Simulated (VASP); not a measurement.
GaP, 2 atoms in the cell. Symmetry: F-43m, No. 216, cubic system. The conventional cell has a = 5.462 Å, b = 5.462 Å, c = 5.462 Å, α = 90.00°, β = 90.00°, γ = 90.00°. Ga (site symmetry -43m) has 4 P at 2.37 Å within 3.1 Å. P (site symmetry -43m) has 4 Ga at 2.37 Å within 3.1 Å.  This cell differs from its parent crystal: volume scaled by 1.04.

```yaml
Program: VASP 6.6.1
Task: single point
Functional: LDA
Potentials_or_basis: VASP PAW LDA potentials, release 64 (Ga_d, P)
Cutoff: 520 eV
k_mesh: 8 × 8 × 8
Occupations: gaussian, width 0.05 eV
Spin: no spin polarisation
Dipole_correction: no
Further_INCAR_settings: ALGO = Normal; EDIFF = 1e-06; NBANDS = 16
```

Potentials or basis: VASP PAW LDA potentials, release 64 (Ga_d, P).

Command:

```bash
$ cat potpaw_LDA.64/Ga_d/POTCAR potpaw_LDA.64/P/POTCAR > POTCAR
$ mpirun -np 1 vasp_std > vasp.out
```

Hardware: 1 thread of AMD EPYC 9R45 (Zen 5) (shared host).

Problem. Estimate the wall time of this run.

Solution. Wall time 19 s on 1 thread of AMD EPYC 9R45 (Zen 5) (shared host), peak memory 0.12 GiB. Counts: scf iterations 12, k points 29.
